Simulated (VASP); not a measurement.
Runs of VASP 6.6.1 on TePb. The structure is that of space group Pm-3m (No. 221), or close to it. The cells are those of the table. 

```tsv
task	cell	gap on the mesh (eV)	pressure (GPa)
electric field gradients	a = 4.081 Å, 2 atoms	none	-2.3
electric field gradients	a = 4.029 Å, 2 atoms	none	(a)
electric field gradients	a = 4.002 Å, 2 atoms	none	-0.3
electric field gradients	a = 3.975 Å, 2 atoms	none	0.6
single point	a = 3.921 Å, 2 atoms	none	2.5
single point	a = 3.975 Å, 2 atoms	none	0.6
electric field gradients	a = 3.921 Å, 2 atoms	none	2.5
single point	a = 4.081 Å, 2 atoms	none	-2.3
```

Alike in all rows: level PBE; potentials or basis VASP PAW PBE potentials, release 64 (Te, Pb_d); no spin polarisation; k mesh 10 × 10 × 10; cutoff (eV) 520; smearing fermi-dirac 0.08 eV.

Task: Estimate the missing entries.

Result: (a) -1.0.

Caveats: spin-orbit coupling is left out, which moves the levels of the heavy elements.

A k mesh can miss the band edges, and the runs leave out spin-orbit coupling on Pb, Te.

A gap of «none» marks levels without a gap at the run's occupations.
